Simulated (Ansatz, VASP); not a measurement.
**One calculation of MnO, two programs**

```
CELL_PARAMETERS angstrom
0.00000 2.22300 2.22300
2.22300 0.00000 2.22300
2.22300 2.22300 0.00000
ATOMIC_POSITIONS crystal
Mn 0.00000 0.00000 0.00000
O 0.50000 0.50000 0.50000
```

Alike in both runs: task single point; functional r2SCAN; k mesh 8 × 8 × 8; occupations gaussian, width 0.1 eV; collinear spin.

|  | VASP | Ansatz |
| --- | --- | --- |
| version | VASP 6.6.1 | Ansatz 0.2.0 |
| potentials or method | VASP PAW PBE potentials, release 64 (Mn_pv, O), cutoff 520 eV | scalar-relativistic, plane waves, PAW |
| valence electrons in the cell | 19 | 21 |

```csv
,VASP,Ansatz,Ansatz less VASP
gap on the k mesh at the Fermi level (eV),none,none,-
pressure (GPa),0.7,0.5,-0.18
net moment per atom (μB),2.50,2.50,0.000
size of the moment on the site where the two differ most (μB),4.54,4.26,-0.278
```

VASP's potentials were made for PBE, not for r2SCAN. Site moments also hang on the region over which each program counts them. A gap of «none» marks a metal or a gap that the smearing closes. VASP's potentials hold 19 valence electrons a cell and Ansatz's 21, so a difference there can come from the potentials and not from the codes. Ansatz's warnings: stability check not made.
